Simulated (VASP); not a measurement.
Set up this calculation in VASP 6.6.1, as the native input.

| Quantity | Value |
| --- | --- |
| Task | single point |
| Functional | revPBE |
| Potentials or basis | VASP PAW PBE potentials, release 64 (Mg) |
| Cutoff | 520 eV |
| k mesh | 21 × 21 × 10 |
| Occupations | fermi-dirac, width 0.1 eV |
| Spin | no spin polarisation |
| Dipole correction | no |
| Further INCAR settings | ALGO = Normal; EDIFF = 1e-06; NBANDS = 9 |

The structure of Mg lies in POSCAR:

```
Mg
1.0
   -2.2303018808      1.8353943603      1.6349900995
    1.8353943603     -2.2303018808      1.6349900995
    4.1165166488      4.1165166488     -2.3582639465
Mg
2
Direct
    0.9584144310      0.0415855690      1.0000000000
    0.7915855690      0.2084144310      0.5000000000
```

This cell differs from its parent crystal: volume scaled by 1.08.

These files were run (other wordings do the same):

INCAR

```
SYSTEM = Mg
PREC = Accurate
ENCUT = 520
EDIFF = 1E-6
ISMEAR = -1
SIGMA = 0.1
LREAL = .False.
LASPH = .True.
NELM = 80
ALGO = Normal
ISIF = 2
LWAVE = .False.
LCHARG = .False.
GGA = RE
NBANDS = 9
```

KPOINTS

```
regular mesh
0
Gamma
  21 21 10
  0 0 0
```

Potentials or basis: VASP PAW PBE potentials, release 64 (Mg).

Command:

```sh
$ cat potpaw_PBE.64/Mg/POTCAR > POTCAR
$ mpirun -np 1 vasp_std > vasp.out
```

Results of the run:

* Pressure: -2.4 GPa
* Band gap on the k mesh: zero (band 2 reaches 3.21 eV, above the bottom of band 3 at 1.05 eV)

Caveat: the PAW data sets were made with another functional, which shifts forces and pressure a little.

Wall time 9.7 min on 1 thread of Oxide Virtual Turin-like Processor, on a shared host, peak memory 0.57 GiB.
